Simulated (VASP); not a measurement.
# MgS (b) (F-43m) in VASP: single point with PBEsol

Aim: the single point of MgS (b) with PBEsol.

Everything below comes from runs of VASP 6.6.1. Logs are shortened: lines on timing, memory, paths and dates and some standing lists are left out, and cuts for length are marked.

## (1) The cell of the first run

Symmetry: F-43m, No. 216, cubic system. Conventional cell: a = 5.652 Å, b = 5.652 Å, c = 5.652 Å, α = 90.00°, β = 90.00°, γ = 90.00°. Mg (site symmetry -43m) has 4 S at 2.45 Å within 3.2 Å. S (site symmetry -43m) has 4 Mg at 2.45 Å within 3.2 Å.

## (2) Single point, PBEsol

The input, INCAR:

```
ALGO = Normal ; EDIFF = 1E-6
ENCUT = 600 ; GGA = PS
GGA_COMPAT = F ; ISIF = 2
ISMEAR = 0 ; LASPH = T
LCHARG = F ; LREAL = F
LWAVE = F ; NBANDS = 11
NELM = 120 ; PREC = Accurate
SIGMA = 0.02
```

The input, KPOINTS:

```
k-points
0
Gamma
  8 8 8
```

The input, POSCAR:

```
MgS
1.0
    0.0000000000      2.8258920328      2.8258920328
    2.8258920328      0.0000000000      2.8258920328
    2.8258920328      2.8258920328      0.0000000000
Mg S
1 1
Direct
    0.0000000000      0.0000000000      0.0000000000
    0.2500000000      0.2500000000      0.2500000000
```

Potentials or basis: VASP PAW PBE potentials, release 64 (Mg, S).

Run with:

```sh
$ cat potpaw_PBE.64/Mg/POTCAR potpaw_PBE.64/S/POTCAR > POTCAR
$ mpirun -np 1 vasp_std > vasp.out
```

OUTCAR:

```text
EDIFF = 1E-6
   ENCUT = 600
   GGA = PS
   ISIF = 2
   ISMEAR = 0
   LASPH = T
   LREAL = F
   NELM = 120
   PREC = Accurate

 ion  position               nearest neighbor table
   1  0.000  0.000  0.000-   2 2.45   2 2.45   2 2.45   2 2.45
   2  0.250  0.250  0.250-   1 2.45   1 2.45   1 2.45   1 2.45

  LATTYP: Found a face centered cubic cell.
 ALAT       =     5.6517840656

  Lattice vectors:

 A1 = (   0.0000000000,   2.8258920328,   2.8258920328)
 A2 = (   2.8258920328,   0.0000000000,   2.8258920328)
 A3 = (   2.8258920328,   2.8258920328,   0.0000000000)

Analysis of symmetry for initial positions (statically):
=====================================================================
 Subroutine PRICEL returns:
 Original cell was already a primitive cell.

 Routine SETGRP: Setting up the symmetry group for a
 face centered cubic supercell.

 Subroutine GETGRP returns: Found 24 space group operations
 (whereof 24 operations were pure point group operations)
 out of a pool of 48 trial point group operations.

The static configuration has the point symmetry T_d .

Analysis of symmetry for dynamics (positions and initial velocities):
=====================================================================
 Subroutine PRICEL returns:
 Original cell was already a primitive cell.

 Routine SETGRP: Setting up the symmetry group for a
 face centered cubic supercell.

 Subroutine GETGRP returns: Found 24 space group operations
 (whereof 24 operations were pure point group operations)
 out of a pool of 48 trial point group operations.

The dynamic configuration has the point symmetry T_d .

 Subroutine INISYM returns: Found 24 space group operations
 (whereof 24 operations are pure point group operations),
 and found     1 'primitive' translations

----------------------------------------------------------------------------------------

                                     Primitive cell

  volume of cell :      45.1333

  direct lattice vectors                    reciprocal lattice vectors
     0.000000000  2.825892033  2.825892033    -0.176935281  0.176935281  0.176935281
     2.825892033  0.000000000  2.825892033     0.176935281 -0.176935281  0.176935281
     2.825892033  2.825892033  0.000000000     0.176935281  0.176935281 -0.176935281

  length of vectors
     3.996414839  3.996414839  3.996414839     0.306460896  0.306460896  0.306460896

  position of ions in fractional coordinates (direct lattice)
     0.000000000  0.000000000  0.000000000
     0.250000000  0.250000000  0.250000000

[... 79 lines left out ...]
   NSW    =      0    number of steps for IOM
   IBRION =     -1    ionic relax: 0-MD 1-quasi-New 2-CG
   NFREE  =      0    steps in history (QN), initial steepest desc. (CG)
   ISIF   =      2    stress and relaxation
   ISYM   =      2    0-nonsym 1-usesym 2-fastsym
   POTIM  = 0.5000    time-step for ionic-motion
   TEBEG  =    0.0;   TEEND  =   0.0 temperature during run
   PSTRESS=    0.0 pullay stress
   NELECT =       8.0000    total number of electrons
   NUPDOWN=      -1.0000    fix difference up-down
   EMIN   =  10.00;   EMAX   =-10.00  energy-range for DOS
   EFERMI =   0.00;   METHOD = LEGACY
   ISMEAR =     0;   SIGMA  =   0.02  broadening in eV -4-tet -1-fermi 0-gaus
   EFERMI_NEDOS =   21; number of points for ismear=-14 and -15
   IALGO  =     38    algorithm
   IMIX   =      4    mixing-type and parameters
     AMIX     =   0.40;   BMIX     =  1.00
     AMIX_MAG =   1.60;   BMIX_MAG =  1.00
  volume/ion in A,a.u.               =      22.57       152.29
  Fermi-wavevector in a.u.,A,eV,Ry     =   0.919615  1.737820 11.506329  0.845691
  Thomas-Fermi vector in A             =   2.044828
   LORBIT       =      0    0 simple, 1 ext, 2 COOP (PROOUT), +10 PAW based schemes
   GGA     = PS    functional components
   LHFCALC =     F    Hartree Fock is set to
   AEXX    =    0.0000 exact exchange contribution
   IVDW    =     0    specifies the selected vdW correction
   LEPSILON=     F    determine dielectric tensor
   LRPA    =     F    only Hartree local field effects (RPA)
 non-spin polarized calculation
 Gauss-broadening in eV      SIGMA  =   0.02
  energy-cutoff  :      600.00
  volume of cell :       45.13
 maximum number of plane-waves:      1540
   NGX = 15   NGY = 15   NGZ = 15

 number of electron       8.0000000 magnetization

 Free energy of the ion-electron system (eV)
  ---------------------------------------------------
  ext. energy  EPLUGINS =         0.00000000
  ---------------------------------------------------
  free energy    TOTEN  =        -8.91806451 eV

  energy without entropy =       -8.91806451  energy(sigma->0) =       -8.91806451

 E-fermi :   1.1628     XC(G=0):  -8.5974

 val. band max:        1.0344308359   @ k =   0.0000   0.0000   0.0000
 cond. band min:       4.3566554833   @ k =   0.0000   0.0000   0.0000
 fundamental gap:      3.3222246473
 Fermi energy:         1.1627832862

 k-point     1 :       0.0000    0.0000    0.0000
  band No.  band energies     occupation
      1     -10.2524      2.00000
      2       1.0344      2.00000
      3       1.0344      2.00000
      4       1.0344      2.00000
      5       4.3567      0.00000
      6       8.9208      0.00000
      7       8.9208      0.00000
      8       8.9208      0.00000
      9      11.8293      0.00000
     10      11.8293      0.00000
     11      14.6249      0.00000
[... 309 lines left out ...]
 k-point    24 :      -0.3750    0.2500    0.1250
  band No.  band energies     occupation
      1      -9.4371      2.00000
      2      -1.8052      2.00000
      3      -0.2939      2.00000
      4       0.3719      2.00000
      5       6.9663      0.00000
      6       7.4295      0.00000
      7       9.7142      0.00000
      8       9.8088      0.00000
      9      12.3724      0.00000
     10      13.7892      0.00000
     11      15.2107      0.00000

 [... further k-points ...]
[... 5 lines left out ...]
  --------------------------------------------------------------------------------------
  -------------------------------------------------------------------------------------
  Total       -0.0202175     -0.0202175     -0.0202175      0.0000000      0.0000000      0.0000000
  in kB       -0.7176977     -0.7176977     -0.7176977      0.0000000      0.0000000      0.0000000
  external PRESSURE =      -0.7176977 kB  Pullay stress =       0.0000000 kB

 VOLUME and BASIS-vectors are now :
 -----------------------------------------------------------------------------
  energy-cutoff  :      600.00
  volume of cell :       45.13
      direct lattice vectors                 reciprocal lattice vectors
     0.000000000  2.825892033  2.825892033    -0.176935281  0.176935281  0.176935281
     2.825892033  0.000000000  2.825892033     0.176935281 -0.176935281  0.176935281
     2.825892033  2.825892033  0.000000000     0.176935281  0.176935281 -0.176935281

 POSITION                                       TOTAL-FORCE (eV/Angst)
 -----------------------------------------------------------------------------------
      0.00000      0.00000      0.00000        -0.000000     -0.000000     -0.000000
      1.41295      1.41295      1.41295         0.000000      0.000000      0.000000
 -----------------------------------------------------------------------------------
    total drift:                               -0.000000     -0.000000     -0.000000

  FREE ENERGIE OF THE ION-ELECTRON SYSTEM (eV)
  ---------------------------------------------------
  free  energy   TOTEN  =        -8.9180645125 eV

  energy  without entropy=       -8.9180645125  energy(sigma->0) =       -8.91806451
```

OSZICAR:

```text
N       E                     dE             d eps       ncg     rms          rms(c)
DAV:   1     0.261168934070E+02    0.26117E+02   -0.36635E+03   646   0.646E+02
DAV:   2    -0.717235777206E+01   -0.33289E+02   -0.31642E+02   748   0.102E+02
DAV:   3    -0.938305099410E+01   -0.22107E+01   -0.22066E+01   805   0.288E+01
DAV:   4    -0.940134830617E+01   -0.18297E-01   -0.18295E-01   753   0.315E+00
DAV:   5    -0.940156463264E+01   -0.21633E-03   -0.21632E-03   797   0.343E-01    0.374E+00
DAV:   6    -0.895619382999E+01    0.44537E+00   -0.10953E+00   692   0.384E+00    0.272E+00
DAV:   7    -0.891685993083E+01    0.39334E-01   -0.23129E-01   754   0.191E+00    0.205E+00
DAV:   8    -0.891868693754E+01   -0.18270E-02   -0.14899E-02   722   0.739E-01    0.105E+00
DAV:   9    -0.891797735902E+01    0.70958E-03   -0.18277E-03   737   0.213E-01    0.359E-01
DAV:  10    -0.891805260793E+01   -0.75249E-04   -0.23259E-04   740   0.741E-02    0.314E-02
DAV:  11    -0.891806512897E+01   -0.12521E-04   -0.12257E-05   746   0.184E-02    0.514E-02
DAV:  12    -0.891806451252E+01    0.61645E-06   -0.13757E-06   769   0.513E-03
   1 F= -.89180645E+01 E0= -.89180645E+01  d E =-.857978E-22
```

stdout:

```text
POSCAR found type information on POSCAR MgS
 POSCAR found :  2 types and       2 ions
 scaLAPACK will be used
 -----------------------------------------------------------------------------
|                                                                             |
|                                                                             |
|     You enforced a specific xc type in the INCAR file but a different       |
|     I HOPE YOU KNOW WHAT YOU ARE DOING!                                     |
|                                                                             |
 -----------------------------------------------------------------------------

 LDA part: xc-table for (Slater+PW92), standard interpolation
 POSCAR, INCAR and KPOINTS ok, starting setup
 FFT: planning ... GRIDC
 FFT: planning ... GRID_SOFT
 FFT: planning ... GRID
 WAVECAR not read
 entering main loop
```

Run time: 12 s. Hardware: 1 thread of AMD EPYC 7R13 (Zen 3), shared host; peak memory 0.15 GiB.

What came out:

- Free energy: -8.9181 eV
- Pressure: -0.1 GPa
- Band gap on the k mesh: 3.32 eV, direct

Caveat: the PAW data sets were made with another functional, which shifts forces and pressure a little. A k mesh can miss the band edges.
